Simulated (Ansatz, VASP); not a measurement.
# AlV2C in VASP and in Ansatz

```
Al V C
1.0
     2.90469    0.00000    0.00000
    -1.45235    2.51554    0.00000
     0.00000    0.00000   13.12958
Al V C
2 4 2
Cartesian
  0.0000 1.6770 3.2824
  1.4523 0.8385 9.8472
  0.0000 1.6770 7.6858
  1.4523 0.8385 5.4438
  1.4523 0.8385 1.1210
  0.0000 1.6770 12.0086
  0.0000 0.0000 0.0000
  0.0000 0.0000 6.5648
```

Alike in both runs: functional PBE; k mesh 12 × 12 × 4; occupations gaussian, width 0.1 eV; no spin polarisation.

Ansatz relaxed the structure, and its values are those at the end. VASP's run is a single point on that final structure, the one shown.

|  | VASP | Ansatz |
| --- | --- | --- |
| version | VASP 6.6.1 | Ansatz 0.2.0 |
| potentials or method | VASP PAW PBE potentials, release 64 (Al, V_sv, C), cutoff 520 eV | scalar-relativistic, plane waves, PAW |
| valence electrons in the cell | 66 | 66 |

Ansatz gave:

| Property | Result |
| --- | --- |
| gap on the k mesh at the Fermi level (eV) | none |
| pressure (GPa) | 0.0 |
| rms of the force components (eV/Å) | 0.001 |

Problem. What did VASP give for the same quantities?

Solution. gap on the k mesh at the Fermi level (eV): none; pressure (GPa): 0.3; rms of the force components (eV/Å): 0.018.

A gap of «none» marks a metal or a gap that the smearing closes. The functional is the same, so the differences come from potentials, cutoffs and numerics.
